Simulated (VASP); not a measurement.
Here is a VASP 6.6.1 calculation.

File INCAR:

```
SYSTEM = Te3Pt2Se
ALGO = Normal
EDIFF = 1E-6
EDIFFG = -0.01
ENCUT = 600
GGA = PE
IBRION = 2
ISIF = 3
ISMEAR = 0
LASPH = .True.
LCHARG = .False.
LREAL = .False.
LWAVE = .False.
NELM = 80
NSW = 100
PREC = Accurate
SIGMA = 0.1
```

File KPOINTS:

```
k-points
0
Gamma
  6 6 6
  0 0 0
```

File POSCAR:

```
Te3Pt2Se
1.0
    3.8083536828      2.1987540239      3.8111932934
   -3.8083536828      2.1987540239      3.8111932934
    0.0000000000     -4.3975080478      3.8111932934
Te Pt Se
3 2 1
Direct
    0.5000000000      0.5000000000      0.0000000000
    0.0000000000      0.5000000000      0.5000000000
    0.5000000000      0.0000000000      0.5000000000
    0.7936579744      0.7936579744      0.7936579744
    0.2063420256      0.2063420256      0.2063420256
    0.5000000000      0.5000000000      0.5000000000
```

Potentials or basis: VASP PAW PBE potentials, release 64 (Te, Pt, Se).

Command:

```bash
$ cat potpaw_PBE.64/Te/POTCAR potpaw_PBE.64/Pt/POTCAR potpaw_PBE.64/Se/POTCAR > POTCAR
$ mpirun -np 1 vasp_std > vasp.out
```

(1) Predict the space group after relaxing (to 0.05 Å).

(2) Estimate the band gap on the k mesh.

(3) Predict the relaxed volume.

(4) Estimate the relaxed cell.

Answers

(1) R-3m (No. 166).

(2) zero (band 22 reaches 4.88 eV, above the bottom of band 23 at 4.04 eV).

(3) 31.09 Å³/atom.

(4) a = 5.804 Å, b = 5.804 Å, c = 5.804 Å, α = 79.34°, β = 79.34°, γ = 79.34°.

Caveat: spin-orbit coupling is left out, which moves the levels of the heavy elements.
